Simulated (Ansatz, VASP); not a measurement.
# Re, level by level in two programs

```xyz
2
Lattice="2.7044 0.0000 0.0000 -1.3522 2.3421 0.0000 0.0000 0.0000 4.3672" Properties=species:S:1:pos:R:3 pbc="T T T"
Re    1.3522    0.7807    3.2754
Re    0.0000    1.5614    1.0918
```

Single points on this cell with VASP 6.6.1 and Ansatz 0.2.0. Each row is one pair of runs. Alike in all rows: smearing: fermi-dirac, width 0.05 eV.

| level | spin | k mesh | VASP's potentials, cutoff | Ansatz's potentials, cutoff | gap on the k mesh at the Fermi level (eV), VASP | gap on the k mesh at the Fermi level (eV), Ansatz | pressure (GPa), VASP | pressure (GPa), Ansatz |
| --- | --- | --- | --- | --- | --- | --- | --- | --- |
| BLYP+D3(BJ) | off | 11 × 11 × 6 | VASP PAW PBE potentials, release 64 (Re_sv_GW), 560 eV | Ansatz PAW, 420 eV | none | none | - | - |
| LDA | off | 11 × 11 × 6 | VASP PAW LDA potentials, release 64 (Re_sv_GW), 560 eV | Ansatz PAW, 420 eV | none | none | 15.4 | 15.4 |
| r2SCAN50 | off | 6 × 6 × 3 | VASP PAW PBE potentials, release 64 (Re), 520 eV | Ansatz PAW, 500 eV | none | none | -1.6 | 9.9 |
| PBEsol | non-collinear, zero start, SOC | 11 × 11 × 6 | VASP PAW PBE potentials, release 64 (Re), 520 eV | Ansatz PAW, 420 eV | - | - | 23.4 | 22.7 |

Pressure (GPa): the two programs differ by at most 11.57.

VASP's potentials hold 14 valence electrons a cell and Ansatz's 30 in some rows, so a difference there can come from the potentials and not from the codes.

A gap of «none» marks a metal or a gap that the smearing closes.

The k mesh is coarse in some rows, so the values compare programs but aren't converged.
